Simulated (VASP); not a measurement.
A run of VASP 6.6.1 is set up as follows.

INCAR

```
SYSTEM = Si2W3
PREC = Accurate
ENCUT = 520
EDIFF = 1E-6
ISMEAR = 0
SIGMA = 0.15
LREAL = .False.
LASPH = .True.
NELM = 80
ALGO = Fast
ISIF = 2
LWAVE = .False.
LCHARG = .False.
GGA = PS
NBANDS = 61
```

KPOINTS

```
Automatic mesh
0
Gamma
  6 6 12
  0 0 0
```

Contents of POSCAR:

```
Si2W3
1.0
    6.5824376067      0.0000000000      0.0000000000
    0.0000000000      6.5824376067      0.0000000000
    0.0000000000      0.0000000000      3.2749106405
Si W
4 6
Direct
    0.1340783106      0.6340783106      0.0000000000
    0.8659216894      0.3659216894      0.0000000000
    0.6340783106      0.8659216894      0.0000000000
    0.3659216894      0.1340783106      0.0000000000
    0.5000000000      0.5000000000      0.0000000000
    0.0000000000      0.0000000000      0.0000000000
    0.6598576525      0.1598576525      0.5000000000
    0.3401423475      0.8401423475      0.5000000000
    0.1598576525      0.3401423475      0.5000000000
    0.8401423475      0.6598576525      0.5000000000
```

Potentials or basis: VASP PAW PBE potentials, release 64 (Si, W_sv).

Run with:

```sh
$ cat potpaw_PBE.64/Si/POTCAR potpaw_PBE.64/W_sv/POTCAR > POTCAR
$ mpirun -np 1 vasp_std > vasp.out
```

Problem. What does it give for the pressure?

Solution. 0.4 GPa.

Problem. Predict the largest force.

Solution. 0.029 eV/Å.

Problem. What does it give for the band gap on the k mesh?

Solution. Zero (bands 50 and 51 overlap by 1.70 eV).

Forces on the atoms (eV/Å):
```
Si   0.010  0.010  0.000
Si  -0.010 -0.010  0.000
Si   0.010 -0.010  0.000
Si  -0.010  0.010  0.000
W    0.000  0.000  0.000
W    0.000  0.000  0.000
W    0.020  0.020  0.000
W   -0.020 -0.020  0.000
W    0.020 -0.020  0.000
W   -0.020  0.020  0.000
```

Caveat: the PAW data sets were made with another functional, which shifts forces and pressure a little; spin-orbit coupling is left out, which moves the levels of the heavy elements.
